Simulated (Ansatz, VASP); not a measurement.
# BaC5 in VASP and in Ansatz

File INCAR:

```
SYSTEM = BaC5
ALGO     = Normal         ! electronic algorithm
EDIFF    = 1E-6           ! SCF threshold, eV
EDIFFG   = -0.04          ! ionic threshold
ENCUT    = 600            ! plane-wave cutoff, eV
GGA      = PE             ! functional
IBRION   = 2              ! ionic algorithm
ISIF     = 3              ! what is computed and relaxed
ISMEAR   = 0              ! smearing method
LASPH    = .True.         ! aspherical terms in the spheres
LCHARG   = .False.        ! write CHGCAR
LREAL    = .False.        ! projectors in reciprocal space
LWAVE    = .False.        ! write WAVECAR
NELM     = 100            ! most SCF steps
NSW      = 90             ! ionic steps
PREC     = Accurate       ! precision mode
SIGMA    = 0.1            ! smearing width, eV
```

File KPOINTS:

```
k-points
0
Gamma
  6 6 6
  0 0 0
```

File POSCAR:

```
BaC5
1.0
    5.1334313524      0.0000000000      0.0000000000
   -2.5667156762      4.4456819598      0.0000000000
    0.0000000000      0.0000000000      2.7644210920
Ba C
1 5
Direct
    0.0000000000      0.0000000000      0.0000000000
    0.5000000000      0.0000000000      0.0000000000
    0.0000000000      0.5000000000      0.0000000000
    0.5000000000      0.5000000000      0.0000000000
    0.3333333333      0.6666666667      0.5000000000
    0.6666666667      0.3333333333      0.5000000000
```

Input for Ansatz:

```yaml
crystal:
  lattice:
    - [5.1334313524, 0.0, 0.0]
    - [-2.5667156762, 4.4456819598, 0.0]
    - [0.0, 0.0, 2.764421092]
  atoms:
    - { symbol: Ba, position: [0.0, 0.0, 0.0] }
    - { symbol: C, position: [0.5, 0.0, 0.0] }
    - { symbol: C, position: [0.0, 0.5, 0.0] }
    - { symbol: C, position: [0.5, 0.5, 0.0] }
    - { symbol: C, position: [0.3333333333, 0.6666666667, 0.5] }
    - { symbol: C, position: [0.6666666667, 0.3333333333, 0.5] }
basis:
  ecutwfc: 420
kpoints:
  mp_grid: { grid: [6, 6, 6] }
hamiltonian:
  xc: pbe
scf:
  occupations: { method: gaussian, width: 0.1 }
  lower_state_search: "off"
output:
  forces: true
  stress: true
  eigenvalues: true
relax:
  adjacent_minimum: "off"
  f_tol: 0.04
  max_steps: 70
  cell: { stress_tol: 0.4 }
```

Alike in both runs: task relaxation of cell and atoms; functional PBE; k mesh 6 × 6 × 6; occupations gaussian, width 0.1 eV; no spin polarisation.

|  | VASP | Ansatz |
| --- | --- | --- |
| version | VASP 6.6.1 | Ansatz 0.2.0 |
| potentials or method | VASP PAW PBE potentials, release 64 (Ba_sv, C), cutoff 600 eV | scalar-relativistic, plane waves, PAW |
| valence electrons in the cell | 30 | 30 |

VASP gave:

| Property | Result |
| --- | --- |
| gap on the k mesh at the Fermi level, each at its own relaxed structure (eV) | none |
| relaxed volume (Å³/atom) | 10.84 |
| relaxed cell length with the largest relative difference (Å) | 2.794 |

Which values does Ansatz return?

gap on the k mesh at the Fermi level, each at its own relaxed structure (eV): none; relaxed volume (Å³/atom): 10.51; relaxed cell length with the largest relative difference (Å): 2.760.

A gap of «none» marks a metal or a gap that the smearing closes.

The k mesh is coarse, so the values compare programs but aren't converged. Neither program's run includes spin-orbit coupling.
